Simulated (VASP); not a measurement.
# Si3N in VASP: further runs, part 3 of 3

VASP 6.6.1. The steps go on from the part before.

## 6. Single point, PBE+D3(BJ)

File INCAR:

```
PREC = Accurate ; ENCUT = 520
EDIFF = 1E-7 ; ISMEAR = 0
SIGMA = 0.05 ; LREAL = False
LASPH = True ; NELM = 100
ALGO = Normal ; ISIF = 2
LWAVE = False ; LCHARG = True
LDIPOL = True ; IDIPOL = 3
DIPOL = 0.5 0.5 0.328 ; GGA = PE
IVDW = 12 ; LELF = True
LVHAR = True ; LVACPOTAV = True
NBANDS = 27
```

File KPOINTS:

```
Automatic mesh
0
Gamma
  7 5 1
```

File POSCAR:

```
Si3N
1.0
    3.8333442755      0.0000000000      0.0000000000
    0.0000000000      5.4211674636      0.0000000000
    0.0000000000      0.0000000000     22.4877586337
Si N
6 2
Direct
    0.5000000000      0.0000000000      0.1778745523
    0.0000000000      0.2500000000      0.1778745523
    0.0000000000      0.5038839981      0.2608672216
    0.5000000000      0.7461160019      0.2608672216
    0.5000000000      0.0086033066      0.3418641564
    0.0000000000      0.2413966934      0.3418641564
    0.6666666667      0.3419366399      0.5063981173
    0.6666666667      0.3419366399      0.5553136192
```

Potentials or basis: VASP PAW PBE potentials, release 64 (Si, N).

Command:

```sh
$ cat potpaw_PBE.64/Si/POTCAR potpaw_PBE.64/N/POTCAR > POTCAR
$ mpirun -np 1 vasp_std > vasp.out
```

OUTCAR:

```text
PREC = Accurate
   ENCUT = 520
   EDIFF = 1E-7
   ISMEAR = 0
   LREAL = False
   LASPH = True
   NELM = 100
   ISIF = 2
   GGA = PE
   IVDW = 12
 IVDW          = 12

 ion  position               nearest neighbor table
   1  0.500  0.000  0.178-   4 2.32   2 2.35   2 2.35
   2  0.000  0.250  0.178-   3 2.32   1 2.35   1 2.35
   3  0.000  0.504  0.261-   6 2.31   2 2.32   4 2.32   4 2.32
   4  0.500  0.746  0.261-   5 2.31   1 2.32   3 2.32   3 2.32
   5  0.500  0.009  0.342-   6 2.29   6 2.29   4 2.31
   6  0.000  0.241  0.342-   5 2.29   5 2.29   3 2.31
   7  0.667  0.342  0.506-   8 1.10
   8  0.667  0.342  0.555-   7 1.10

  LATTYP: Found a simple orthorhombic cell.
 ALAT       =     3.8333442755
 B/A-ratio  =     1.4142135624
 C/A-ratio  =     5.8663550721

  Lattice vectors:

 A1 = (   3.8333442755,   0.0000000000,   0.0000000000)
 A2 = (   0.0000000000,   5.4211674636,   0.0000000000)
 A3 = (   0.0000000000,   0.0000000000,  22.4877586337)

Analysis of symmetry for initial positions (statically):
=====================================================================
 Subroutine PRICEL returns:
 Original cell was already a primitive cell.

 Routine SETGRP: Setting up the symmetry group for a
 simple orthorhombic supercell.

 Subroutine GETGRP returns: Found  1 space group operations
 (whereof  1 operations were pure point group operations)
 out of a pool of  8 trial point group operations.

The static configuration has the point symmetry C_1 .

Analysis of symmetry for dynamics (positions and initial velocities):
=====================================================================
 Subroutine PRICEL returns:
 Original cell was already a primitive cell.

 Routine SETGRP: Setting up the symmetry group for a
 simple orthorhombic supercell.

 Subroutine GETGRP returns: Found  1 space group operations
 (whereof  1 operations were pure point group operations)
 out of a pool of  8 trial point group operations.

The dynamic configuration has the point symmetry C_1 .

 Subroutine INISYM returns: Found  1 space group operations
 (whereof  1 operations are pure point group operations),
 and found     1 'primitive' translations

----------------------------------------------------------------------------------------

                                     Primitive cell

  volume of cell :     467.3226

  direct lattice vectors                    reciprocal lattice vectors
     3.833344276  0.000000000  0.000000000     0.260868821  0.000000000  0.000000000
     0.000000000  5.421167464  0.000000000     0.000000000  0.184462112  0.000000000
     0.000000000  0.000000000 22.487758634     0.000000000  0.000000000  0.044468638

  length of vectors
     3.833344276  5.421167464 22.487758634     0.260868821  0.184462112  0.044468638

  position of ions in fractional coordinates (direct lattice)
     0.500000000  0.000000000  0.177874552
     0.000000000  0.250000000  0.177874552
     0.000000000  0.503883998  0.260867222
     0.500000000  0.746116002  0.260867222
     0.500000000  0.008603307  0.341864156
     0.000000000  0.241396693  0.341864156
     0.666666667  0.341936640  0.506398117
     0.666666667  0.341936640  0.555313619
[... 57 lines left out ...]
  0.428571 -0.400000  0.000000      2.000000
   k-points           NKPTS =     18   k-points in BZ     NKDIM =     18   number of bands    NBANDS=     27
   number of dos      NEDOS =    301   number of ions     NIONS =      8
   total plane-waves  NPLWV = 201600
   dimension x,y,z NGX =    30 NGY =   40 NGZ =  168
   dimension x,y,z NGXF=    60 NGYF=   80 NGZF=  336
   ions per type =               6   2
   NGX,Y,Z   is equivalent  to a cutoff of  13.01, 12.27, 12.42 a.u.
   NGXF,Y,Z  is equivalent  to a cutoff of  26.02, 24.53, 24.84 a.u.
 SYSTEM =  unknown system
   PREC   = accura    normal or accurate (medium, high low for compatibility)
   ISTART =      0    job   : 0-new  1-cont  2-samecut
   ICHARG =      2    charge: 1-file 2-atom 10-const
   ISPIN  =      1    spin polarized calculation?
   LNONCOLLINEAR =      F non collinear calculations
   LSORBIT =      F    spin-orbit coupling
   LASPH  =      T    aspherical Exc in radial PAW
   ENCUT  =  520.0 eV  38.22 Ry    6.18 a.u.   7.13 10.08 41.81*2*pi/ulx,y,z
   NELM   =    100;   NELMIN=  2; NELMDL= -5     # of ELM steps
   EDIFF  = 0.1E-06   stopping-criterion for ELM
   LREAL  =      F    real-space projection
   EDIFFG = 0.1E-05   stopping-criterion for IOM
   NSW    =      0    number of steps for IOM
   IBRION =     -1    ionic relax: 0-MD 1-quasi-New 2-CG
   NFREE  =      0    steps in history (QN), initial steepest desc. (CG)
   ISIF   =      2    stress and relaxation
   ISYM   =      2    0-nonsym 1-usesym 2-fastsym
   POTIM  = 0.5000    time-step for ionic-motion
   TEBEG  =    0.0;   TEEND  =   0.0 temperature during run
   PSTRESS=    0.0 pullay stress
   NELECT =      34.0000    total number of electrons
   NUPDOWN=      -1.0000    fix difference up-down
   EMIN   =  10.00;   EMAX   =-10.00  energy-range for DOS
   EFERMI =   0.00;   METHOD = LEGACY
   ISMEAR =     0;   SIGMA  =   0.05  broadening in eV -4-tet -1-fermi 0-gaus
   EFERMI_NEDOS =   21; number of points for ismear=-14 and -15
   IALGO  =     38    algorithm
   IMIX   =      4    mixing-type and parameters
     AMIX     =   0.40;   BMIX     =  1.00
     AMIX_MAG =   1.60;   BMIX_MAG =  1.00
  volume/ion in A,a.u.               =      58.42       394.21
  Fermi-wavevector in a.u.,A,eV,Ry     =   0.683432  1.291500  6.355006  0.467080
  Thomas-Fermi vector in A             =   1.762794
   LORBIT       =      0    0 simple, 1 ext, 2 COOP (PROOUT), +10 PAW based schemes
   GGA     = PE    functional components
   LHFCALC =     F    Hartree Fock is set to
   AEXX    =    0.0000 exact exchange contribution
   IVDW    =    12    specifies the selected vdW correction
   LEPSILON=     F    determine dielectric tensor
   LRPA    =     F    only Hartree local field effects (RPA)
 non-spin polarized calculation
 Gauss-broadening in eV      SIGMA  =   0.05
  energy-cutoff  :      520.00
  volume of cell :      467.32
 maximum number of plane-waves:     12627
 NGX is ok and might be reduce to    30
   NGX = 15   NGY = 21   NGZ = 83

 dipolmoment           0.000000      0.000000      0.000012 electrons x Angstroem

 number of electron      34.0000000 magnetization

 dipolmoment           0.000000      0.000000     -0.007046 electrons x Angstroem

 Free energy of the ion-electron system (eV)
  ---------------------------------------------------
  ext. energy  EPLUGINS =         0.00000000
  ---------------------------------------------------
  free energy    TOTEN  =       -45.02665688 eV

  energy without entropy =      -45.02021948  energy(sigma->0) =      -45.02343818

 E-fermi :  -1.7140     XC(G=0):  -3.8620

 val. band max:       -1.7342392084   @ k =   0.2857  -0.2000   0.0000
 cond. band min:      -1.6979067483   @ k =   0.2857  -0.4000   0.0000
 fundamental gap:      0.0363324601
 Fermi energy:        -1.7139538153

 k-point     1 :       0.0000    0.0000    0.0000
  band No.  band energies     occupation
      1     -25.5832      2.00000
      2     -13.1310      2.00000
      3     -11.2813      2.00000
      4     -10.6713      2.00000
      5      -9.8266      2.00000
      6      -8.8389      2.00000
[... 529 lines left out ...]
     26       2.7227      0.00000
     27       3.1964      0.00000

------------------------ aborting loop because EDIFF is reached ----------------------------------------

 Edisp (eV)   -1.60615

 E8    (eV) :    -0.6833

  FORCE on cell =-STRESS in cart. coord.  units (eV):
  Direction    XX          YY          ZZ          XY          YZ          ZX
  --------------------------------------------------------------------------------------
  -------------------------------------------------------------------------------------
  Total       0.12891     0.15889     2.54422    -0.00317    -0.01178    -0.02140
  in kB       0.44195     0.54473     8.72265    -0.01088    -0.04037    -0.07335
  external pressure =        3.24 kB  Pullay stress =        0.00 kB

 VOLUME and BASIS-vectors are now :
 -----------------------------------------------------------------------------
  energy-cutoff  :      520.00
  volume of cell :      467.32
      direct lattice vectors                 reciprocal lattice vectors
     3.833344276  0.000000000  0.000000000     0.260868821  0.000000000  0.000000000
     0.000000000  5.421167464  0.000000000     0.000000000  0.184462112  0.000000000
     0.000000000  0.000000000 22.487758634     0.000000000  0.000000000  0.044468638

 POSITION                                       TOTAL-FORCE (eV/Angst)
 -----------------------------------------------------------------------------------
      1.91667      0.00000      4.00000         0.002416      0.556688     -0.053031
      0.00000      1.35529      4.00000        -0.001696     -0.557154     -0.050045
      0.00000      2.73164      5.86632         0.001105     -0.080911     -0.002243
      1.91667      4.04482      5.86632        -0.000225      0.089479     -0.000064
      1.91667      0.04664      7.68776        -0.001818     -0.001475      0.074628
      0.00000      1.30865      7.68776         0.006006     -0.007319      0.049723
      2.55556      1.85370     11.38776        -0.009720      0.002024     -2.141063
      2.55556      1.85370     12.48776         0.003933     -0.001332      2.122094
 -----------------------------------------------------------------------------------
    total drift:                               -0.000061     -0.000170     -0.000604

  FREE ENERGIE OF THE ION-ELECTRON SYSTEM (eV)
  ---------------------------------------------------
  free  energy   TOTEN  =       -46.6328082261 eV

  energy  without entropy=      -46.6263708270  energy(sigma->0) =      -46.62958953

 vacuum level on the upper side and lower side of the slab         3.061         3.122
```

Wall time 11 min (1 thread of Intel Xeon 8259CL, shared host); peak memory 0.56 GiB.

Results:

```yaml
Free_energy: -46.6328 eV
Largest_force: 2.141 eV/Å
Band_gap_on_the_k_mesh: zero (bands 17 and 18 overlap by 0.29 eV)
Dispersion_energy_per_atom: -0.201 eV
```

Forces on the atoms (eV/Å):
```
Si   0.002  0.557 -0.053
Si  -0.002 -0.557 -0.050
Si   0.001 -0.081 -0.002
Si   0.000  0.089  0.000
Si  -0.002 -0.001  0.075
Si   0.006 -0.007  0.050
N   -0.010  0.002 -2.141
N    0.004 -0.001  2.122
```

Levels at points of the mesh, in eV from the Fermi level:
| k point | band 15 | band 16 | band 17 | band 18 | band 19 | band 20 |
| --- | --- | --- | --- | --- | --- | --- |
| (0.00, 0.00, 0.00) | -0.71 | -0.41 | -0.30 | 0.26 | 1.19 | 2.09 |

Caveat: the standard files for N, O and F lose accuracy on very short bonds.

## 7. Overview

| cell | gap on the mesh (eV) | largest force (eV/Å) |
| --- | --- | --- |
| as given, atomic positions A | none | 2.13 |
| as given, atomic positions B | none | 2.12 |
| as given, atomic positions C | none | 2.15 |
| as given, atomic positions D | none | 2.12 |
| as given, atomic positions E | none | 2.14 |

Alike in all rows: task single point; level PBE+D3(BJ); potentials or basis VASP PAW PBE potentials, release 64 (Si, N); no spin polarisation; k mesh 7 × 5 × 1; cutoff (eV) 520; smearing gaussian 0.05 eV.

Caveats: the standard files for N, O and F lose accuracy on very short bonds.

Total energies depend on the potentials used, so only differences within one code and one set of settings carry meaning.
